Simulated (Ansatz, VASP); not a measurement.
**CoO in VASP and in Ansatz**

```
Co O
1.0
    -1.50800    1.50800    2.10725
     1.50800   -1.50800    2.10725
     1.50800    1.50800   -2.10725
Co O
1 1
Direct
  0.00000 0.00000 0.00000
  0.50000 0.50000 0.00000
```

Alike in both runs: task single point; functional PBE; k mesh 12 × 12 × 12; occupations gaussian, width 0.02 eV; no spin polarisation; Hubbard terms Co d U = 3.32 eV.

|  | VASP | Ansatz |
| --- | --- | --- |
| version | VASP 6.6.1 | Ansatz 0.2.0 |
| potentials or method | VASP PAW PBE potentials, release 64 (Co, O), cutoff 520 eV | scalar-relativistic, plane waves, PAW |
| valence electrons in the cell | 15 | 23 |

|  | VASP | Ansatz | Ansatz less VASP |
| --- | --- | --- | --- |
| gap on the k mesh at the Fermi level (eV) | none | none | - |
| pressure (GPa) | -18.9 | -17.4 | +1.48 |
| traceless stress, the component that is largest in VASP (GPa) | 0.03 | -0.41 | -0.432 |

The programs project onto different local orbitals, so the same U acts differently, and such runs can settle in different states. A gap of «none» marks a metal or a gap that the smearing closes. VASP's potentials hold 15 valence electrons a cell and Ansatz's 23, so a difference there can come from the potentials and not from the codes. Ansatz's warnings: filled band counts differ across k points.
